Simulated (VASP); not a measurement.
**AlN: relaxation of the atoms with LDA**

The system is AlN.

```
Al N
1.0
     3.08862    0.00000   -0.30886
    -1.54431    2.67482    0.15443
    -0.49436    0.00000    4.81159
Al N
2 2
Direct
  0.33333 0.66667 0.00152
  0.66667 0.33333 0.50152
  0.33333 0.66667 0.38348
  0.66667 0.33333 0.88348
```

This cell differs from its parent crystal: engineering shear strain xz -0.2000, normal strain along z -0.0267.

```yaml
Program: VASP 6.6.1
Task: relaxation of the atoms
Functional: LDA
Potentials_or_basis: VASP PAW LDA potentials, release 64 (Al, N)
Cutoff: 520 eV
k_mesh: 9 × 9 × 6
Occupations: gaussian, width 0.05 eV
Spin: no spin polarisation
Dipole_correction: no
Further_INCAR_settings: ALGO = Normal; EDIFF = 1e-06; IBRION = 2; EDIFFG = -0.01; NSW = 50
```

| Quantity | Value |
| --- | --- |
| Energy gained by relaxing | 26.9 meV/atom |
| Ionic steps | 11 |
| Pressure after relaxing | 7.3 GPa |
| Band gap on the k mesh | 3.49 eV |

Forces in eV/Å, atoms in the order of the input:
```
Al   0.000 -0.002  0.001
Al   0.000  0.002  0.001
N    0.000 -0.002 -0.001
N    0.000  0.002 -0.001
```

Stress tensor (GPa, compression positive):
```
-3.07  0.00 24.16
 0.00  6.55  0.00
24.16  0.00 18.28
```

The path:
| step | energy change (eV) | largest force (eV/Å) | pressure (GPa) |
| --- | --- | --- | --- |
| 1 | 0.0000 | 1.4660 | 10.04 |
| 2 | -0.0399 | 1.0895 | 7.07 |
| 3 | -0.1031 | 0.2721 | 7.62 |
| 4 | -0.1066 | 0.1089 | 7.17 |
| 5 | -0.1068 | 0.0538 | 7.25 |
| 6 | -0.1072 | 0.0427 | 7.25 |
| 7 | -0.1076 | 0.0293 | 7.26 |
| 8 | -0.1076 | 0.0389 | 7.26 |
| 9 | -0.1077 | 0.0265 | 7.26 |
| 10 | -0.1078 | 0.0212 | 7.25 |
| 11 | -0.1078 | 0.0027 | 7.25 |

Final structure:
```
CELL_PARAMETERS angstrom
3.08862 0.00000 -0.30886
-1.54431 2.67482 0.15443
-0.49436 0.00000 4.81159
ATOMIC_POSITIONS crystal
Al 0.34476 0.66570 0.00115
Al 0.67907 0.33430 0.50115
N 0.32623 0.67630 0.38385
N 0.64994 0.32370 0.88385
```

Levels at points of the mesh, in eV from the valence-band top:
```csv
k point,band 6,band 7,band 8,band 9,band 10,band 11
"(0.00, 0.00, 0.00)",-1.47,-1.05,0.00,3.49,5.82,9.23
"(0.00, 0.00, 0.50)",-1.75,-1.10,-1.10,5.44,5.44,9.78
```

Run time: 2.9 min on 1 thread of Intel(R) Xeon(R) Platinum 8488C (Sapphire Rapids), on a shared host, peak memory 0.18 GiB.

Caveat: the cell differs from its parent crystal (engineering shear strain xz -0.2000, normal strain along z -0.0267). A k mesh can miss the band edges.
